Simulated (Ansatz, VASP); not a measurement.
# BP: VASP beside Ansatz

File INCAR:

```
SYSTEM = BP
ALGO = Normal
EDIFF = 1E-6
ENCUT = 520
GGA = PE
ISIF = 2
ISMEAR = 0
LASPH = .True.
LCHARG = .False.
LREAL = .False.
LWAVE = .False.
NBANDS = 26
NELM = 80
PREC = Accurate
SIGMA = 0.1
```

The input KPOINTS:

```
k-points
0
Gamma
  6 6 12
  0 0 0
```

POSCAR

```
BP
1.0
    8.2681748583      0.0000000000      0.0000000000
   -4.1340874292      7.1604494702      0.0000000000
    0.0000000000      0.0000000000      3.1185233380
B P
4 4
Direct
    0.5335404333      0.0670808666      0.0000000000
    0.9329191334      0.4664595667      0.0000000000
    0.5335404333      0.4664595667      0.0000000000
    0.3333333333      0.6666666667      0.5000000000
    0.4662829173      0.9325658347      0.5000000000
    0.0674341653      0.5337170827      0.5000000000
    0.4662829173      0.5337170827      0.5000000000
    0.6666666667      0.3333333333      0.0000000000
```

Input for Ansatz:

```yaml
crystal:
  lattice:
    - [8.2681748583, 0.0, 0.0]
    - [-4.1340874292, 7.1604494702, 0.0]
    - [0.0, 0.0, 3.118523338]
  atoms:
    - { symbol: B, position: [0.5335404333, 0.0670808666, 0.0] }
    - { symbol: B, position: [0.9329191334, 0.4664595667, 0.0] }
    - { symbol: B, position: [0.5335404333, 0.4664595667, 0.0] }
    - { symbol: B, position: [0.3333333333, 0.6666666667, 0.5] }
    - { symbol: P, position: [0.4662829173, 0.9325658347, 0.5] }
    - { symbol: P, position: [0.0674341653, 0.5337170827, 0.5] }
    - { symbol: P, position: [0.4662829173, 0.5337170827, 0.5] }
    - { symbol: P, position: [0.6666666667, 0.3333333333, 0.0] }
basis:
  ecutwfc: 420
kpoints:
  mp_grid: { grid: [6, 6, 12] }
  band_path:
    path:
      - [[0.0, 0.0, 0.0], [0.5, 0.0, 0.0], [0.33333333, 0.33333333, 0.0], [0.0, 0.0, 0.0], [0.0, 0.0, 0.5], [0.5, 0.0, 0.5], [0.33333333, 0.33333333, 0.5], [0.0, 0.0, 0.5]]
      - [[0.5, 0.0, 0.5], [0.5, 0.0, 0.0]]
      - [[0.33333333, 0.33333333, 0.5], [0.33333333, 0.33333333, 0.0]]
    npoints: 14
hamiltonian:
  xc: pbe
scf:
  occupations: { method: gaussian, width: 0.1 }
  n_extra_bands: 20
output:
  forces: true
  stress: true
  eigenvalues: true
  populations: true
  dos: { projected: true, de: 0.02, nscf_kmesh: { grid: [8, 8, 15] } }
  bader: true
  write_density: true
  write_potential: true
  elf: true
  volumetric_format: npy
```

Alike in both runs: task single point; functional PBE; k mesh 6 × 6 × 12; occupations gaussian, width 0.1 eV; no spin polarisation.

```csv
,VASP,Ansatz
version,VASP 6.6.1,Ansatz 0.2.0
potentials or method,"VASP PAW PBE potentials, release 64 (B, P), cutoff 520 eV","scalar-relativistic, plane waves, PAW"
valence electrons in the cell,32,32
```

|  | VASP | Ansatz | Ansatz less VASP |
| --- | --- | --- | --- |
| gap on the k mesh at the Fermi level (eV) | none | none | - |
| pressure (GPa) | -0.1 | 0.0 | +0.12 |

A gap of «none» marks a metal or a gap that the smearing closes. Ansatz's warnings: xc potential rough in thin density.
